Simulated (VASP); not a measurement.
Set up this calculation in VASP 6.6.1, as the native input.

- Task: single point
- Functional: PBEsol
- Potentials or basis: VASP PAW PBE potentials, release 64 (Sc_sv)
- Cutoff: 500 eV
- k mesh: 12 × 12 × 12
- Occupations: fermi-dirac, width 0.1 eV
- Spin: no spin polarisation
- Dipole correction: no
- Further INCAR settings: ALGO = Normal; EDIFF = 1e-06; NBANDS = 12

The structure of Sc lies in POSCAR:

```
Sc
1.0
    0.0000000000      2.2799932861      2.2799932861
    2.2799932861      0.0000000000      2.2799932861
    2.2799932861      2.2799932861      0.0000000000
Sc
1
Direct
    0.0000000000      0.0000000000      0.0000000000
```

These files were run (other wordings do the same):

INCAR

```
PREC     = Accurate       # precision mode
ENCUT    = 500            # plane-wave cutoff, eV
EDIFF    = 1E-6           # SCF threshold, eV
ISMEAR   = -1             # smearing method
SIGMA    = 0.1            # smearing width, eV
LREAL    = F              # projectors in reciprocal space
LASPH    = T              # aspherical terms in the spheres
NELM     = 120            # most SCF steps
ALGO     = Normal         # electronic algorithm
ISIF     = 2              # what is computed and relaxed
LWAVE    = F              # write WAVECAR
LCHARG   = T              # write CHGCAR
GGA      = PS             # functional
LELF     = T              # ELF
LVHAR    = T            
NBANDS   = 12             # bands
GGA_COMPAT= F
```

KPOINTS

```
Automatic mesh
0
Gamma
  12 12 12
```

Potentials or basis: VASP PAW PBE potentials, release 64 (Sc_sv).

Command:

```bash
$ cat potpaw_PBE.64/Sc_sv/POTCAR > POTCAR
$ mpirun -np 1 vasp_std > vasp.out
```

Results of the run:

```json
{"Pressure": "0.0 GPa"}
```

Caveat: the PAW data sets were made with another functional, which shifts forces and pressure a little.

Wall time 26 s on 1 thread of Intel Xeon 8259CL, with other jobs on the host, peak memory 0.15 GiB.
